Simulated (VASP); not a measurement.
# BAs (F-43m) in VASP: notebook

The runs below take BAs through single point, with PBE.

All numbers are computed with VASP 6.6.1; they aren't measurements. Logs are shortened: lines on timing, memory, paths and dates and some standing lists are left out, and cuts for length are marked.

## Step 1: The cell of the first run

The structure is cubic, space group F-43m (No. 216). Conventional cell: a = 4.660 Å, b = 4.660 Å, c = 4.660 Å, α = 90.00°, β = 90.00°, γ = 90.00°. B (site symmetry -43m) has 4 As at 2.02 Å within 2.7 Å. As (site symmetry -43m) has 4 B at 2.02 Å within 2.7 Å.

## Step 2: Single point, PBE (12.65 Å³/atom)

The input, INCAR:

```
SYSTEM = BAs
  ALGO = Normal
  EDIFF = 1E-7
  ENCUT = 520
  GGA = PE
  ISIF = 2
  ISMEAR = 0
  LASPH = .True.
  LCHARG = .False.
  LREAL = .False.
  LWAVE = .False.
  NBANDS = 11
  NELM = 80
  PREC = Accurate
  SIGMA = 0.02
```

The input, KPOINTS:

```
k-points
0
Gamma
  10 10 10
  0 0 0
```

The input, POSCAR:

```
BAs
1.0
    0.0000000000      2.3300364431      2.3300364431
    2.3300364431      0.0000000000      2.3300364431
    2.3300364431      2.3300364431      0.0000000000
B As
1 1
Direct
    0.2500000000      0.2500000000      0.2500000000
    0.5000000000      0.5000000000      0.5000000000
```

Potentials or basis: VASP PAW PBE potentials, release 64 (B, As).

Started as:

```console
$ cat potpaw_PBE.64/B/POTCAR potpaw_PBE.64/As/POTCAR > POTCAR
$ mpirun -np 1 vasp_std > vasp.out
```

OUTCAR:

```text
SYSTEM = BAs
   EDIFF = 1E-7
   ENCUT = 520
   GGA = PE
   ISIF = 2
   ISMEAR = 0
   LASPH = .True.
   LREAL = .False.
   NELM = 80
   PREC = Accurate

 ion  position               nearest neighbor table
   1  0.250  0.250  0.250-   2 2.02   2 2.02   2 2.02   2 2.02
   2  0.500  0.500  0.500-   1 2.02   1 2.02   1 2.02   1 2.02

  LATTYP: Found a face centered cubic cell.
 ALAT       =     4.6600728862

  Lattice vectors:

 A1 = (   0.0000000000,   2.3300364431,   2.3300364431)
 A2 = (   2.3300364431,   0.0000000000,   2.3300364431)
 A3 = (   2.3300364431,   2.3300364431,   0.0000000000)

Analysis of symmetry for initial positions (statically):
=====================================================================
 Subroutine PRICEL returns:
 Original cell was already a primitive cell.

 Routine SETGRP: Setting up the symmetry group for a
 face centered cubic supercell.

 Subroutine GETGRP returns: Found 24 space group operations
 (whereof 24 operations were pure point group operations)
 out of a pool of 48 trial point group operations.

The static configuration has the point symmetry T_d .

Analysis of symmetry for dynamics (positions and initial velocities):
=====================================================================
 Subroutine PRICEL returns:
 Original cell was already a primitive cell.

 Routine SETGRP: Setting up the symmetry group for a
 face centered cubic supercell.

 Subroutine GETGRP returns: Found 24 space group operations
 (whereof 24 operations were pure point group operations)
 out of a pool of 48 trial point group operations.

The dynamic configuration has the point symmetry T_d .

 Subroutine INISYM returns: Found 24 space group operations
 (whereof 24 operations are pure point group operations),
 and found     1 'primitive' translations

----------------------------------------------------------------------------------------

                                     Primitive cell

  volume of cell :      25.2999

  direct lattice vectors                    reciprocal lattice vectors
     0.000000000  2.330036443  2.330036443    -0.214588918  0.214588918  0.214588918
     2.330036443  0.000000000  2.330036443     0.214588918 -0.214588918  0.214588918
     2.330036443  2.330036443  0.000000000     0.214588918  0.214588918 -0.214588918

  length of vectors
     3.295169139  3.295169139  3.295169139     0.371678909  0.371678909  0.371678909

  position of ions in fractional coordinates (direct lattice)
     0.250000000  0.250000000  0.250000000
     0.500000000  0.500000000  0.500000000

  ion indices of the primitive-cell ions
   primitive index   ion index
                 1           1
[... 79 lines left out ...]
   ISIF   =      2    stress and relaxation
   ISYM   =      2    0-nonsym 1-usesym 2-fastsym
   POTIM  = 0.5000    time-step for ionic-motion
   TEBEG  =    0.0;   TEEND  =   0.0 temperature during run
   PSTRESS=    0.0 pullay stress
   NELECT =       8.0000    total number of electrons
   NUPDOWN=      -1.0000    fix difference up-down
   EMIN   =  10.00;   EMAX   =-10.00  energy-range for DOS
   EFERMI =   0.00;   METHOD = LEGACY
   ISMEAR =     0;   SIGMA  =   0.02  broadening in eV -4-tet -1-fermi 0-gaus
   EFERMI_NEDOS =   21; number of points for ismear=-14 and -15
   IALGO  =     38    algorithm
   IMIX   =      4    mixing-type and parameters
     AMIX     =   0.40;   BMIX     =  1.00
     AMIX_MAG =   1.60;   BMIX_MAG =  1.00
  volume/ion in A,a.u.               =      12.65        85.37
  Fermi-wavevector in a.u.,A,eV,Ry     =   1.115318  2.107646 16.924758  1.243935
  Thomas-Fermi vector in A             =   2.251922
   LORBIT       =      0    0 simple, 1 ext, 2 COOP (PROOUT), +10 PAW based schemes
   GGA     = PE    functional components
   LHFCALC =     F    Hartree Fock is set to
   AEXX    =    0.0000 exact exchange contribution
   IVDW    =     0    specifies the selected vdW correction
   LEPSILON=     F    determine dielectric tensor
   LRPA    =     F    only Hartree local field effects (RPA)
 non-spin polarized calculation
 Gauss-broadening in eV      SIGMA  =   0.02
  energy-cutoff  :      520.00
  volume of cell :       25.30
 maximum number of plane-waves:       701
 NGX is ok and might be reduce to    28
   NGX = 13   NGY = 13   NGZ = 13

 number of electron       8.0000000 magnetization

 Free energy of the ion-electron system (eV)
  ---------------------------------------------------
  ext. energy  EPLUGINS =         0.00000000
  ---------------------------------------------------
  free energy    TOTEN  =       -11.29200079 eV

  energy without entropy =      -11.29200079  energy(sigma->0) =      -11.29200079

 E-fermi :   7.1571     XC(G=0): -10.9093

 val. band max:        6.9729365776   @ k =   0.0000   0.0000   0.0000
 cond. band min:       8.0689088974   @ k =   0.4000   0.4000   0.0000
 fundamental gap:      1.0959723199
 Fermi energy:         7.1571124929

 k-point     1 :       0.0000    0.0000    0.0000
  band No.  band energies     occupation
      1      -9.1299      2.00000
      2       6.9729      2.00000
      3       6.9729      2.00000
      4       6.9729      2.00000
      5      10.3475      0.00000
      6      10.3475      0.00000
      7      10.3475      0.00000
      8      12.6243      0.00000
      9      16.9366      0.00000
     10      20.2316      0.00000
     11      20.2316      0.00000
[... 309 lines left out ...]
 k-point    24 :       0.4000    0.3000    0.0000
  band No.  band energies     occupation
      1      -6.2795      2.00000
      2       0.3100      2.00000
      3       2.6789      2.00000
      4       3.2091      2.00000
      5       8.6273      0.00000
      6      10.3815      0.00000
      7      16.3562      0.00000
      8      16.5376      0.00000
      9      19.6909      0.00000
     10      23.3416      0.00000
     11      23.7786      0.00000

 [... further k-points ...]
[... 5 lines left out ...]
  --------------------------------------------------------------------------------------
  -------------------------------------------------------------------------------------
  Total        2.5307721      2.5307721      2.5307721      0.0000000      0.0000000      0.0000000
  in kB      160.2675050    160.2675050    160.2675050      0.0000000      0.0000000      0.0000000
  external PRESSURE =     160.2675050 kB  Pullay stress =       0.0000000 kB

 VOLUME and BASIS-vectors are now :
 -----------------------------------------------------------------------------
  energy-cutoff  :      520.00
  volume of cell :       25.30
      direct lattice vectors                 reciprocal lattice vectors
     0.000000000  2.330036443  2.330036443    -0.214588918  0.214588918  0.214588918
     2.330036443  0.000000000  2.330036443     0.214588918 -0.214588918  0.214588918
     2.330036443  2.330036443  0.000000000     0.214588918  0.214588918 -0.214588918

 POSITION                                       TOTAL-FORCE (eV/Angst)
 -----------------------------------------------------------------------------------
      1.16502      1.16502      1.16502        -0.000000     -0.000000     -0.000000
      2.33004      2.33004      2.33004         0.000000      0.000000      0.000000
 -----------------------------------------------------------------------------------
    total drift:                               -0.000000     -0.000000     -0.000000

  FREE ENERGIE OF THE ION-ELECTRON SYSTEM (eV)
  ---------------------------------------------------
  free  energy   TOTEN  =       -11.2920007885 eV

  energy  without entropy=      -11.2920007885  energy(sigma->0) =      -11.29200079
```

OSZICAR:

```text
N       E                     dE             d eps       ncg     rms          rms(c)
DAV:   1     0.140429404073E+02    0.14043E+02   -0.38100E+03  1050   0.629E+02
DAV:   2    -0.114011862716E+02   -0.25444E+02   -0.24389E+02  1410   0.112E+02
DAV:   3    -0.120852859578E+02   -0.68410E+00   -0.68289E+00  1291   0.168E+01
DAV:   4    -0.120868240140E+02   -0.15381E-02   -0.15380E-02  1147   0.920E-01
DAV:   5    -0.120868261319E+02   -0.21179E-05   -0.21179E-05  1238   0.365E-02    0.548E+00
DAV:   6    -0.113790868818E+02    0.70774E+00   -0.18092E+00  1109   0.571E+00    0.266E+00
DAV:   7    -0.112993745545E+02    0.79712E-01   -0.25890E-01  1205   0.247E+00    0.105E+00
DAV:   8    -0.112915451325E+02    0.78294E-02   -0.21925E-02  1163   0.862E-01    0.106E-01
DAV:   9    -0.112918465478E+02   -0.30142E-03   -0.72604E-04  1211   0.164E-01    0.673E-02
DAV:  10    -0.112919955910E+02   -0.14904E-03   -0.18381E-04  1114   0.837E-02    0.131E-02
DAV:  11    -0.112920009617E+02   -0.53707E-05   -0.49659E-06  1267   0.151E-02    0.123E-02
DAV:  12    -0.112920007171E+02    0.24458E-06   -0.23989E-06  1124   0.842E-03    0.439E-03
DAV:  13    -0.112920007885E+02   -0.71358E-07   -0.85620E-08   973   0.188E-03
   1 F= -.11292001E+02 E0= -.11292001E+02  d E =-.501835E-41
```

stdout:

```text
POSCAR found type information on POSCAR B As
 POSCAR found :  2 types and       2 ions
 scaLAPACK will be used
 LDA part: xc-table for (Slater+PW92), standard interpolation
 POSCAR, INCAR and KPOINTS ok, starting setup
 FFT: planning ... GRIDC
 FFT: planning ... GRID_SOFT
 FFT: planning ... GRID
 WAVECAR not read
 entering main loop
```

Wall time 17 s (1 thread of Intel Xeon Platinum 8259CL at 2.50GHz (Skylake/Cascade Lake), shared host); peak memory 0.16 GiB.

What came out:

```
Free energy            : -11.2920 eV
Pressure               : 16.0 GPa
Band gap on the k mesh : 1.10 eV (least direct gap 3.37 eV)
```

Levels at points of the mesh, in eV from the valence-band top:
```csv
k point,band 2,band 3,band 4,band 5,band 6,band 7
"(0.00, 0.00, 0.00)",0.00,0.00,0.00,3.37,3.37,3.37
"(0.50, 0.00, 0.00)",-9.36,-1.95,-1.95,3.14,4.86,4.86
"(0.50, 0.50, 0.00)",-8.96,-4.40,-4.40,1.32,1.37,12.09
```

Caveat: the cell stands under pressure. A k mesh can miss the band edges.

## Step 3: Single point, PBE (12.23 Å³/atom)

This run uses another cell than the first one, of 12.23 Å³/atom.

The input, INCAR:

```
SYSTEM = BAs
PREC = Accurate ; ENCUT = 520
EDIFF = 1E-6 ; ISMEAR = 0
SIGMA = 0.02 ; LREAL = .False.
LASPH = .True. ; NELM = 60
ALGO = Normal ; ISIF = 2
LWAVE = .False. ; LCHARG = .True.
GGA = PE ; LELF = .True.
LVHAR = .True. ; NBANDS = 11
```

The input, KPOINTS:

```
regular mesh
0
Gamma
  10 10 10
  0 0 0
```

The input, POSCAR:

```
BAs
1.0
    0.0000000000      2.3041450063      2.3041450063
    2.3041450063      0.0000000000      2.3041450063
    2.3041450063      2.3041450063      0.0000000000
B As
1 1
Direct
    0.2500000000      0.2500000000      0.2500000000
    0.5000000000      0.5000000000      0.5000000000
```

Potentials or basis: VASP PAW PBE potentials, release 64 (B, As).

Started as:

```console
$ cat potpaw_PBE.64/B/POTCAR potpaw_PBE.64/As/POTCAR > POTCAR
$ mpirun -np 1 vasp_std > vasp.out
```

It took 10 s on 1 thread of Intel Xeon Platinum 8259CL at 2.50GHz (Skylake/Cascade Lake), shared host; peak memory 0.14 GiB.

It converged, with:

- Free energy: -11.1908 eV
- Pressure: 23.0 GPa
- Band gap on the k mesh: 1.06 eV (least direct gap 3.42 eV)

Levels at points of the mesh, in eV from the valence-band top:
| k point | band 1 | band 2 | band 3 | band 4 | band 5 | band 6 | band 7 | band 8 |
| --- | --- | --- | --- | --- | --- | --- | --- | --- |
| (0.00, 0.00, 0.00) | -16.43 | 0.00 | 0.00 | 0.00 | 3.42 | 3.42 | 3.42 | 6.10 |
| (0.50, 0.00, 0.00) | -13.15 | -9.62 | -2.01 | -2.01 | 3.36 | 4.90 | 4.90 | 9.05 |
| (0.50, 0.50, 0.00) | -11.66 | -9.16 | -4.55 | -4.55 | 1.27 | 1.34 | 12.43 | 12.43 |

Caveat: the cell stands under pressure.

## Step 4: Single point, PBE (13.48 Å³/atom)

This run uses another cell than the first one, of 13.48 Å³/atom.

The input, INCAR:

```
  PREC = Accurate
  ENCUT = 520
  EDIFF = 1E-6
  ISMEAR = 0
  SIGMA = 0.02
  LREAL = False
  LASPH = True
  NELM = 100
  ALGO = Normal
  ISIF = 2
  LWAVE = False
  LCHARG = True
  GGA = PE
  LELF = True
  LVHAR = True
  NBANDS = 11
```

The input, KPOINTS:

```
regular mesh
0
Gamma
  10 10 10
```

The input, POSCAR:

```
BAs
1.0
    0.0000000000      2.3801600475      2.3801600475
    2.3801600475      0.0000000000      2.3801600475
    2.3801600475      2.3801600475      0.0000000000
B As
1 1
Direct
    0.2500000000      0.2500000000      0.2500000000
    0.5000000000      0.5000000000      0.5000000000
```

Started as:

```console
$ cat potpaw_PBE.64/B/POTCAR potpaw_PBE.64/As/POTCAR > POTCAR
$ mpirun -np 1 vasp_std > vasp.out
```

It took 20 s on 1 thread of Intel Xeon Platinum 8259CL at 2.50GHz (Skylake/Cascade Lake), shared host; peak memory 0.16 GiB.

The run converged. Its results:

* Free energy: -11.3989 eV
* Pressure: 5.0 GPa
* Band gap on the k mesh: 1.16 eV (least direct gap 3.29 eV)

Levels at points of the mesh, in eV from the valence-band top:
```csv
k point,band 1,band 2,band 3,band 4,band 5,band 6,band 7,band 8
"(0.00, 0.00, 0.00)",-15.50,0.00,0.00,0.00,3.29,3.29,3.29,4.82
"(0.50, 0.00, 0.00)",-12.59,-8.87,-1.84,-1.84,2.75,4.79,4.79,8.89
"(0.50, 0.50, 0.00)",-11.25,-8.59,-4.12,-4.12,1.41,1.43,11.47,11.47
```

Caveat: the cell stands under pressure. A k mesh can miss the band edges.

## Step 5: Summary

```csv
cell,gap on the mesh (eV),pressure (GPa)
"a = 3.295 Å, angles 60.0°, 2 atoms",1.10,16.0
"a = 3.259 Å, angles 60.0°, 2 atoms",1.06,23.0
"a = 3.366 Å, angles 60.0°, 2 atoms",1.16,5.0
```

Alike in all rows: task single point; level PBE; potentials or basis VASP PAW PBE potentials, release 64 (B, As); no spin polarisation; k mesh 10 × 10 × 10; cutoff (eV) 520; smearing gaussian 0.02 eV.

Caveats: the cell stands under pressure.

Total energies depend on the potentials used, so only differences within one code and one set of settings carry meaning.
